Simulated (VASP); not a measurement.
A run of VASP 6.6.1:

File POSCAR:

```
Nb
1.0
    4.8841573460      0.0000000000      0.0000000000
   -2.4420786730      4.2298043377      0.0000000000
    0.0000000000      0.0000000000      2.6850557581
Nb
3
Direct
    0.0000000000      0.0000000000      0.0000000000
    0.3333333333      0.6666666667      0.5000000000
    0.6666666667      0.3333333333      0.5000000000
```

INCAR.step1

```
PREC = Accurate ; ENCUT = 520
EDIFF = 1E-6 ; ISMEAR = -1
SIGMA = 0.05 ; LREAL = False
LASPH = True ; NELM = 60
ALGO = Normal ; ISIF = 2
LWAVE = False ; LCHARG = True
LMAXMIX = 4 ; GGA = PE
NBANDS = 26
```

The input KPOINTS.step1:

```
regular mesh
0
Gamma
  9 9 12
```

File INCAR.step2:

```
PREC = Accurate ; ENCUT = 520
EDIFF = 1E-6 ; ISMEAR = -5
SIGMA = 0.05 ; LREAL = False
LASPH = True ; NELM = 60
ALGO = Normal ; ISIF = 2
LWAVE = False ; LCHARG = False
LMAXMIX = 4 ; GGA = PE
LORBIT = 10 ; NBANDS = 26
NEDOS = 2001 ; ICHARG = 11
```

The input KPOINTS.step2:

```
regular mesh
0
Gamma
  14 14 18
```

Potentials or basis: VASP PAW PBE potentials, release 64 (Nb_sv).

The run is started by

```console
$ cat potpaw_PBE.64/Nb_sv/POTCAR > POTCAR
$ cp INCAR.step1 INCAR
$ cp KPOINTS.step1 KPOINTS
$ mpirun -np 1 vasp_std > vasp.out
$ cp INCAR.step2 INCAR
$ cp KPOINTS.step2 KPOINTS
$ mpirun -np 1 vasp_std > vasp.out
```

Hardware: 1 thread of Intel(R) Xeon(R) 6975P-C (Granite Rapids), on a shared host.

Problem. How long does it take, and how much memory?

Solution. Wall time 110 s on 1 thread of Intel(R) Xeon(R) 6975P-C (Granite Rapids) (shared host), peak memory 0.35 GiB. Counts: k points 240.
